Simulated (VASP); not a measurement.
# Pt (Pm-3m) in VASP: a series of runs

Runs on Pt. Level: LDA. Tasks: single point.

Everything below comes from runs of VASP 6.6.1. Logs are shortened: lines on timing, memory, paths and dates and some standing lists are left out, and cuts for length are marked.

## Step 1: The cell of the first run

The structure is cubic, space group Pm-3m (No. 221). Conventional cell: a = 2.527 Å, b = 2.527 Å, c = 2.527 Å, α = 90.00°, β = 90.00°, γ = 90.00°. Pt (site symmetry m-3m) has 6 Pt at 2.53 Å within 3.3 Å.

## Step 2: Single point, LDA (volume scaled by 0.95)

The input, INCAR:

```
ALGO     = Normal         # electronic algorithm
EDIFF    = 1E-7           # SCF threshold, eV
ENCUT    = 520            # plane-wave cutoff, eV
GGA      = CA             # functional
ISIF     = 2              # what is computed and relaxed
ISMEAR   = -1             # smearing method
LASPH    = True           # aspherical terms in the spheres
LCHARG   = False          # write CHGCAR
LREAL    = False          # projectors in reciprocal space
LWAVE    = False          # write WAVECAR
NBANDS   = 11             # bands
NELM     = 80             # most SCF steps
PREC     = Accurate       # precision mode
SIGMA    = 0.1            # smearing width, eV
```

The input, KPOINTS:

```
k-points
0
Gamma
  17 17 17
```

The input, POSCAR:

```
Pt
1.0
    2.5265876392      0.0000000000      0.0000000000
    0.0000000000      2.5265876392      0.0000000000
    0.0000000000      0.0000000000      2.5265876392
Pt
1
Direct
    0.0000000000      0.0000000000      0.0000000000
```

Potentials or basis: VASP PAW LDA potentials, release 64 (Pt).

Run with:

```
cat potpaw_LDA.64/Pt/POTCAR > POTCAR
mpirun -np 1 vasp_std > vasp.out
```

OUTCAR:

```text
EDIFF = 1E-7
   ENCUT = 520
   GGA = CA
   ISIF = 2
   ISMEAR = -1
   LASPH = True
   LREAL = False
   NELM = 80
   PREC = Accurate

 ion  position               nearest neighbor table
   1  0.000  0.000  0.000-

  LATTYP: Found a simple cubic cell.
 ALAT       =     2.5265876392

  Lattice vectors:

 A1 = (   2.5265876392,   0.0000000000,   0.0000000000)
 A2 = (   0.0000000000,   2.5265876392,   0.0000000000)
 A3 = (   0.0000000000,   0.0000000000,   2.5265876392)

Analysis of symmetry for initial positions (statically):
=====================================================================
 Subroutine PRICEL returns:
 Original cell was already a primitive cell.

 Routine SETGRP: Setting up the symmetry group for a
 simple cubic supercell.

 Subroutine GETGRP returns: Found 48 space group operations
 (whereof 48 operations were pure point group operations)
 out of a pool of 48 trial point group operations.

The static configuration has the point symmetry O_h .

Analysis of symmetry for dynamics (positions and initial velocities):
=====================================================================
 Subroutine PRICEL returns:
 Original cell was already a primitive cell.

 Routine SETGRP: Setting up the symmetry group for a
 simple cubic supercell.

 Subroutine GETGRP returns: Found 48 space group operations
 (whereof 48 operations were pure point group operations)
 out of a pool of 48 trial point group operations.

The dynamic configuration has the point symmetry O_h .

 Subroutine INISYM returns: Found 48 space group operations
 (whereof 48 operations are pure point group operations),
 and found     1 'primitive' translations

----------------------------------------------------------------------------------------

                                     Primitive cell

  volume of cell :      16.1288

  direct lattice vectors                    reciprocal lattice vectors
     2.526587639  0.000000000  0.000000000     0.395790743  0.000000000  0.000000000
     0.000000000  2.526587639  0.000000000     0.000000000  0.395790743  0.000000000
     0.000000000  0.000000000  2.526587639     0.000000000  0.000000000  0.395790743

  length of vectors
     2.526587639  2.526587639  2.526587639     0.395790743  0.395790743  0.395790743

  position of ions in fractional coordinates (direct lattice)
     0.000000000  0.000000000  0.000000000

  ion indices of the primitive-cell ions
   primitive index   ion index
                 1           1

----------------------------------------------------------------------------------------

 KPOINTS: k-points

Automatic generation of k-mesh.
 Grid dimensions read from file:
 generate k-points for:   17   17   17

 Generating k-lattice:

  Cartesian coordinates                     Fractional coordinates (reciprocal lattice)
     0.023281808  0.000000000  0.000000000     0.058823529  0.000000000  0.000000000
     0.000000000  0.023281808  0.000000000     0.000000000  0.058823529  0.000000000
     0.000000000  0.000000000  0.023281808     0.000000000  0.000000000  0.058823529

  Length of vectors
     0.023281808  0.023281808  0.023281808

  Shift w.r.t. Gamma in fractional coordinates (k-lattice)
     0.000000000  0.000000000  0.000000000

 Subroutine IBZKPT returns following result:
 ===========================================

 Found    165 irreducible k-points:

 Following reciprocal coordinates:
            Coordinates               Weight
  0.000000  0.000000  0.000000      1.000000
  0.058824  0.000000  0.000000      6.000000
  0.117647  0.000000  0.000000      6.000000
  0.176471  0.000000  0.000000      6.000000
  0.235294  0.000000  0.000000      6.000000
  0.294118  0.000000  0.000000      6.000000
[... 16 lines left out ...]
  0.411765  0.117647  0.000000     24.000000
  0.470588  0.117647  0.000000     24.000000
 [... further k-points ...]
   k-points           NKPTS =    165   k-points in BZ     NKDIM =    165   number of bands    NBANDS=     11
   number of dos      NEDOS =    301   number of ions     NIONS =      1
   total plane-waves  NPLWV =   8000
   dimension x,y,z NGX =    20 NGY =   20 NGZ =   20
   dimension x,y,z NGXF=    40 NGYF=   40 NGZF=   40
   ions per type =               1
   NGX,Y,Z   is equivalent  to a cutoff of  13.16, 13.16, 13.16 a.u.
   NGXF,Y,Z  is equivalent  to a cutoff of  26.32, 26.32, 26.32 a.u.
 SYSTEM =  unknown system
   PREC   = accura    normal or accurate (medium, high low for compatibility)
   ISTART =      0    job   : 0-new  1-cont  2-samecut
   ICHARG =      2    charge: 1-file 2-atom 10-const
   ISPIN  =      1    spin polarized calculation?
   LNONCOLLINEAR =      F non collinear calculations
   LSORBIT =      F    spin-orbit coupling
   LASPH  =      T    aspherical Exc in radial PAW
   ENCUT  =  520.0 eV  38.22 Ry    6.18 a.u.   4.70  4.70  4.70*2*pi/ulx,y,z
   NELM   =     80;   NELMIN=  2; NELMDL= -5     # of ELM steps
   EDIFF  = 0.1E-06   stopping-criterion for ELM
   LREAL  =      F    real-space projection
   EDIFFG = 0.1E-05   stopping-criterion for IOM
   NSW    =      0    number of steps for IOM
   IBRION =     -1    ionic relax: 0-MD 1-quasi-New 2-CG
   NFREE  =      0    steps in history (QN), initial steepest desc. (CG)
   ISIF   =      2    stress and relaxation
   ISYM   =      2    0-nonsym 1-usesym 2-fastsym
   POTIM  = 0.5000    time-step for ionic-motion
   TEBEG  =    0.0;   TEEND  =   0.0 temperature during run
   PSTRESS=    0.0 pullay stress
   NELECT =      10.0000    total number of electrons
   NUPDOWN=      -1.0000    fix difference up-down
   EMIN   =  10.00;   EMAX   =-10.00  energy-range for DOS
   EFERMI =   0.00;   METHOD = LEGACY
   ISMEAR =    -1;   SIGMA  =   0.10  broadening in eV -4-tet -1-fermi 0-gaus
   EFERMI_NEDOS =   21; number of points for ismear=-14 and -15
   IALGO  =     38    algorithm
   IMIX   =      4    mixing-type and parameters
     AMIX     =   0.40;   BMIX     =  1.00
     AMIX_MAG =   1.60;   BMIX_MAG =  1.00
  volume/ion in A,a.u.               =      16.13       108.84
  Fermi-wavevector in a.u.,A,eV,Ry     =   1.395963  2.637987 26.513832  1.948712
  Thomas-Fermi vector in A             =   2.519363
   LORBIT       =      0    0 simple, 1 ext, 2 COOP (PROOUT), +10 PAW based schemes
   GGA     = CA    functional components
   LHFCALC =     F    Hartree Fock is set to
   AEXX    =    0.0000 exact exchange contribution
   IVDW    =     0    specifies the selected vdW correction
   LEPSILON=     F    determine dielectric tensor
   LRPA    =     F    only Hartree local field effects (RPA)
 non-spin polarized calculation
  energy-cutoff  :      520.00
  volume of cell :       16.13
 maximum number of plane-waves:       461
 NGX is ok and might be reduce to    20
   NGX =  9   NGY =  9   NGZ =  9

 number of electron      10.0000001 magnetization

 Free energy of the ion-electron system (eV)
  ---------------------------------------------------
  ext. energy  EPLUGINS =         0.00000000
  ---------------------------------------------------
  free energy    TOTEN  =        -6.94386330 eV

  energy without entropy =       -6.90407954  energy(sigma->0) =       -6.92397142

 E-fermi :   9.9442     XC(G=0): -13.1575

 val. band max:        9.9286329341   @ k =   0.4118   0.4118   0.3529
 cond. band min:       9.9442697793   @ k =   0.4706   0.3529   0.1765
 fundamental gap:      0.0156368452
 Fermi energy:         9.9441736356

 k-point     1 :       0.0000    0.0000    0.0000
  band No.  band energies     occupation
      1       0.4495      2.00000
      2       3.2621      2.00000
      3       3.2621      2.00000
      4      10.3650      0.02931
      5      10.3650      0.02931
      6      10.3650      0.02931
      7      25.6698      0.00000
      8      25.6698      0.00000
      9      25.6698      0.00000
     10      32.0912      0.00000
     11      34.8930      0.00000

 k-point     2 :       0.0588    0.0000    0.0000
  band No.  band energies     occupation
      1       0.5590      2.00000
      2       3.2835      2.00000
      3       3.3655      2.00000
      4      10.2533      0.08693
      5      10.2533      0.08693
      6      10.3736      0.02692
      7      24.9425      0.00000
      8      25.8715      0.00000
      9      25.8715      0.00000
     10      32.5909      0.00000
     11      33.9697      0.00000

 k-point     3 :       0.1176    0.0000    0.0000
  band No.  band energies     occupation
      1       0.8661      2.00000
      2       3.3456      2.00000
      3       3.6843      2.00000
      4       9.9460      0.99108
      5       9.9460      0.99108
      6      10.3982      0.02111
      7      23.3674      0.00000
      8      26.4422      0.00000
      9      26.4422      0.00000
     10      32.3888      0.00000
     11      33.2036      0.00000

 k-point     4 :       0.1765    0.0000    0.0000
  band No.  band energies     occupation
      1       1.3115      2.00000
      2       3.4412      2.00000
      3       4.2390      2.00000
      4       9.5116      1.97389
      5       9.5116      1.97389
      6      10.4357      0.01456
      7      21.5916      0.00000
      8      27.2945      0.00000
      9      27.2945      0.00000
     10      30.8294      0.00000
     11      33.3825      0.00000
[... 239 lines left out ...]
 k-point    22 :       0.3529    0.1176    0.0000
  band No.  band energies     occupation
      1       3.1240      2.00000
      2       4.1975      2.00000
      3       6.4824      2.00000
      4       8.2397      2.00000
      5       8.5927      2.00000
      6      10.1950      0.15053
      7      17.3648      0.00000
      8      26.8858      0.00000
      9      28.4743      0.00000
     10      31.3920      0.00000
     11      33.0249      0.00000

 k-point    23 :       0.4118    0.1176    0.0000
  band No.  band energies     occupation
      1       3.4357      2.00000
      2       4.3272      2.00000
      3       6.4624      2.00000
      4       7.9672      2.00000
      5       9.4759      1.98166
      6      10.2324      0.10606
      7      16.1015      0.00000
      8      26.9078      0.00000
      9      28.6443      0.00000
     10      31.4284      0.00000
     11      32.3600      0.00000

 k-point    24 :       0.4706    0.1176    0.0000
  band No.  band energies     occupation
      1       3.6034      2.00000
      2       4.4127      2.00000
      3       6.3516      2.00000
      4       7.8256      2.00000
      5      10.2467      0.09260
      6      10.2526      0.08750
      7      15.2640      0.00000
      8      26.7521      0.00000
      9      29.2638      0.00000
     10      30.1787      0.00000
     11      32.9838      0.00000

 [... further k-points ...]
[... 5 lines left out ...]
  --------------------------------------------------------------------------------------
  -------------------------------------------------------------------------------------
  Total        1.4305031      1.4305031      1.4305031     -0.0000000     -0.0000000      0.0000000
  in kB      142.1007174    142.1007174    142.1007174     -0.0000000     -0.0000000      0.0000000
  external PRESSURE =     142.1007174 kB  Pullay stress =       0.0000000 kB

 VOLUME and BASIS-vectors are now :
 -----------------------------------------------------------------------------
  energy-cutoff  :      520.00
  volume of cell :       16.13
      direct lattice vectors                 reciprocal lattice vectors
     2.526587639  0.000000000  0.000000000     0.395790743  0.000000000  0.000000000
     0.000000000  2.526587639  0.000000000     0.000000000  0.395790743  0.000000000
     0.000000000  0.000000000  2.526587639     0.000000000  0.000000000  0.395790743

 POSITION                                       TOTAL-FORCE (eV/Angst)
 -----------------------------------------------------------------------------------
      0.00000      0.00000      0.00000         0.000000      0.000000      0.000000
 -----------------------------------------------------------------------------------
    total drift:                               -0.000000     -0.000000     -0.000000

  FREE ENERGIE OF THE ION-ELECTRON SYSTEM (eV)
  ---------------------------------------------------
  free  energy   TOTEN  =        -6.9438632996 eV

  energy  without entropy=       -6.9040795411  energy(sigma->0) =       -6.92397142
```

Run time: 24 s. Hardware: 1 thread of AMD EPYC 7R13, shared host; peak memory 0.11 GiB.

Results:

* Free energy: -6.9439 eV
* Pressure: 14.2 GPa
* Band gap on the k mesh: zero (band 5 reaches 12.27 eV, above the bottom of band 6 at 8.72 eV)

Caveat: the cell differs from its parent crystal (volume scaled by 0.95); spin-orbit coupling is left out, which moves the levels of the heavy elements.

## Step 3: Single point, LDA

This run uses another cell than the first one, of 16.98 Å³/atom, 1.053 times its volume.

The input, INCAR:

```
SYSTEM = Pt
PREC = Accurate ; ENCUT = 520
EDIFF = 1E-6 ; ISMEAR = -1
SIGMA = 0.1 ; LREAL = .FALSE.
LASPH = .TRUE. ; NELM = 100
ALGO = Normal ; ISIF = 2
LWAVE = .FALSE. ; LCHARG = .FALSE.
GGA = CA ; NBANDS = 11
```

The input, KPOINTS:

```
regular mesh
0
G
  17 17 17
  0 0 0
```

The input, POSCAR:

```
Pt
1.0
    2.5701580574      0.0000000000      0.0000000000
    0.0000000000      2.5701580574      0.0000000000
    0.0000000000      0.0000000000      2.5701580574
Pt
1
Direct
    0.0000000000      0.0000000000      0.0000000000
```

Potentials or basis: VASP PAW LDA potentials, release 64 (Pt).

Run with:

```
cat potpaw_LDA.64/Pt/POTCAR > POTCAR
mpirun -np 1 vasp_std > vasp.out
```

It took 25 s on 1 thread of AMD EPYC 7R13, shared host; peak memory 0.11 GiB.

It converged, with:

```
Free energy            : -6.9814 eV
Pressure               : 0.4 GPa
Band gap on the k mesh : zero (band 5 reaches 11.15 eV, above the bottom of band 6 at 7.90 eV)
```

Levels at points of the mesh, in eV from the Fermi level:
```tsv
k point	band 3	band 4	band 5	band 6	band 7	band 8
(0.00, 0.00, 0.00)	-6.20	0.37	0.37	0.37	15.45	15.45
```

Caveat: spin-orbit coupling is left out, which moves the levels of the heavy elements.
